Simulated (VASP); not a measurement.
Write the native input for VASP 6.6.1 that does the following.

- Task: single point
- Functional: r2SCAN
- Potentials or basis: VASP PAW PBE potentials, release 64 (Ru_pv)
- Cutoff: 520 eV
- k mesh: 18 × 18 × 10
- Occupations: gaussian, width 0.1 eV
- Spin: no spin polarisation
- Dipole correction: no
- Further INCAR settings: ALGO = Normal; EDIFF = 1e-07; NBANDS = 21

The system is Ru.

```
CELL_PARAMETERS angstrom
2.69412 0.00000 0.00000
-1.34706 2.33318 0.00000
0.00000 0.00000 4.25462
ATOMIC_POSITIONS crystal
Ru 0.33333 0.66667 0.25000
Ru 0.66667 0.33333 0.75000
```

The input as run:

POSCAR

```
Ru
1.0
    2.6941235428      0.0000000000      0.0000000000
   -1.3470617714      2.3331794290      0.0000000000
    0.0000000000      0.0000000000      4.2546186840
Ru
2
Direct
    0.3333333333      0.6666666667      0.2500000000
    0.6666666667      0.3333333333      0.7500000000
```

INCAR.step1

```
PREC = Accurate
ENCUT = 520
ISMEAR = 0
SIGMA = 0.1
LREAL = False
LASPH = True
NELM = 100
NBANDS = 21
GGA = PE
ALGO = Normal
EDIFF = 1E-4
LWAVE = True
LCHARG = False
```

INCAR.step2

```
PREC = Accurate
ENCUT = 520
EDIFF = 1E-7
ISMEAR = 0
SIGMA = 0.1
LREAL = False
LASPH = True
NELM = 100
ALGO = Normal
ISIF = 2
LWAVE = False
LCHARG = False
METAGGA = R2SCAN
LMIXTAU = True
NBANDS = 21
ISTART = 1
```

KPOINTS

```
Automatic mesh
0
Gamma
  18 18 10
```

Potentials or basis: VASP PAW PBE potentials, release 64 (Ru_pv).

Command:

```sh
$ cat potpaw_PBE.64/Ru_pv/POTCAR > POTCAR
$ cp INCAR.step1 INCAR
$ mpirun -np 1 vasp_std > vasp.out
$ cp INCAR.step2 INCAR
$ mpirun -np 1 vasp_std > vasp.out
```

It gave:

- Pressure: 4.6 GPa
- Band gap on the k mesh: zero (bands 14 and 15 overlap by 3.33 eV)

Caveat: the cell stands under pressure; the PAW data sets were made with another functional, which shifts forces and pressure a little.

Wall time 3 min on 1 thread of AMD EPYC 9R45 (Zen 5), with other jobs on the host, peak memory 0.18 GiB.
